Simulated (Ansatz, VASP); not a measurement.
# CdS in VASP and in Ansatz

```
Cd S
1.0
     4.12386    0.00000    0.00000
    -2.06193    3.57137    0.00000
     0.00000    0.00000    6.70969
Cd S
2 2
Direct
  0.33333 0.66667 0.99922
  0.66667 0.33333 0.49922
  0.33333 0.66667 0.37578
  0.66667 0.33333 0.87578
```

Alike in both runs: functional PBEsol; k mesh 10 × 10 × 6; occupations fermi-dirac, width 0.08 eV; no spin polarisation.

Ansatz relaxed the structure, and its values are those at the end. VASP's run is a single point on that final structure, the one shown.

|  | VASP | Ansatz |
| --- | --- | --- |
| version | VASP 6.6.1 | Ansatz 0.2.0 |
| potentials or method | VASP PAW PBE potentials, release 64 (Cd, S) | PAW with Ansatz's default frozen-core files, scalar-relativistic |
| plane-wave cutoff (eV) | 520 | 420 |
| valence electrons in the cell | 36 | 52 |

|  | VASP | Ansatz | Ansatz less VASP |
| --- | --- | --- | --- |
| pressure (GPa) | 0.4 | 0.0 | -0.40 |

VASP's potentials were made for PBE, not for PBEsol. With one functional, cell and mesh, what is left measures potentials, basis and numerics. VASP's potentials hold 36 valence electrons a cell and Ansatz's 52, so a difference there can come from the potentials and not from the codes.
